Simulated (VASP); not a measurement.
A run of VASP 6.6.1:

File POSCAR:

```
BeZn3Te4
1.0
    4.2697298000      0.0000000000      0.0000000000
    0.0000000000      4.2697298000      0.0000000000
    0.0000000000      0.0000000000     12.1619625000
Be Zn Te
1 3 4
Direct
    0.5000000000      0.5000000000      0.5000000000
    0.0000000000      0.0000000000      0.7401570000
    0.0000000000      0.0000000000      0.2598430000
    0.5000000000      0.5000000000      0.0000000000
    0.5000000000      0.0000000000      0.6091440000
    0.0000000000      0.5000000000      0.3908560000
    0.5000000000      0.0000000000      0.1299920000
    0.0000000000      0.5000000000      0.8700080000
```

Contents of INCAR.step1:

```
PREC     = Accurate       # precision mode
ENCUT    = 520            # plane-wave cutoff, eV
EDIFF    = 1E-6           # SCF threshold, eV
ISMEAR   = 0              # smearing method
SIGMA    = 0.02           # smearing width, eV
LREAL    = F              # projectors in reciprocal space
LASPH    = T              # aspherical terms in the spheres
NELM     = 80             # most SCF steps
ALGO     = Normal         # electronic algorithm
ISIF     = 2              # what is computed and relaxed
LWAVE    = F              # write WAVECAR
LCHARG   = T              # write CHGCAR
GGA      = PE             # functional
NBANDS   = 41             # bands
```

The input KPOINTS.step1:

```
Automatic mesh
0
Gamma
  6 6 4
```

The input INCAR.step2:

```
PREC     = Accurate       # precision mode
ENCUT    = 520            # plane-wave cutoff, eV
EDIFF    = 1E-6           # SCF threshold, eV
ISMEAR   = -5             # smearing method
SIGMA    = 0.02           # smearing width, eV
LREAL    = F              # projectors in reciprocal space
LASPH    = T              # aspherical terms in the spheres
NELM     = 80             # most SCF steps
ALGO     = Normal         # electronic algorithm
ISIF     = 2              # what is computed and relaxed
LWAVE    = F              # write WAVECAR
LCHARG   = F              # write CHGCAR
GGA      = PE             # functional
LORBIT   = 11             # projections on sites
NBANDS   = 41             # bands
NEDOS    = 1001           # points of the DOS
ICHARG   = 11             # starting density
```

The input KPOINTS.step2:

```
Automatic mesh
0
Gamma
  9 9 6
```

Potentials or basis: VASP PAW PBE potentials, release 64 (Be, Zn, Te).

Command:

```bash
$ cat potpaw_PBE.64/Be/POTCAR potpaw_PBE.64/Zn/POTCAR potpaw_PBE.64/Te/POTCAR > POTCAR
$ cp INCAR.step1 INCAR
$ cp KPOINTS.step1 KPOINTS
$ mpirun -np 1 vasp_std > vasp.out
$ cp INCAR.step2 INCAR
$ cp KPOINTS.step2 KPOINTS
$ mpirun -np 1 vasp_std > vasp.out
```

Hardware: 1 thread of AMD EPYC 7R13 (shared host).

Q: Estimate the wall time of this run.

A: Run time: 11 min on 1 thread of AMD EPYC 7R13, on a shared host, peak memory 0.56 GiB. Counts: k points 60.
